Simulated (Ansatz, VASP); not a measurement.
One calculation of BaZrO3, two programs

```
Ba Zr O
1.0
     4.23290    0.00000    0.00000
     0.00000    4.23290    0.00000
     0.00000    0.00000    4.23290
Ba Zr O
1 1 3
Direct
  0.00000 0.00000 0.00000
  0.50000 0.50000 0.50000
  0.00000 0.50000 0.50000
  0.50000 0.50000 0.00000
  0.50000 0.00000 0.50000
```

Alike in both runs: task single point; functional r2SCAN; k mesh 6 × 6 × 6; occupations gaussian, width 0.05 eV; no spin polarisation.

|  | VASP | Ansatz |
| --- | --- | --- |
| version | VASP 6.6.1 | Ansatz 0.2.0 |
| potentials or method | VASP PAW PBE potentials, release 64 (Ba_sv, Zr_sv, O), cutoff 520 eV | scalar-relativistic, plane waves, PAW |
| valence electrons in the cell | 40 | 40 |

```csv
,VASP,Ansatz,Ansatz less VASP
gap on the k mesh at the Fermi level (eV),3.63,3.68,+0.050
least direct gap on the mesh (eV),3.90,3.93,+0.024
pressure (GPa),-2.2,-3.1,-0.94
```

VASP's potentials were made for PBE, not for r2SCAN. The functional is the same, so the differences come from potentials, cutoffs and numerics.

Spin-orbit coupling is off throughout.
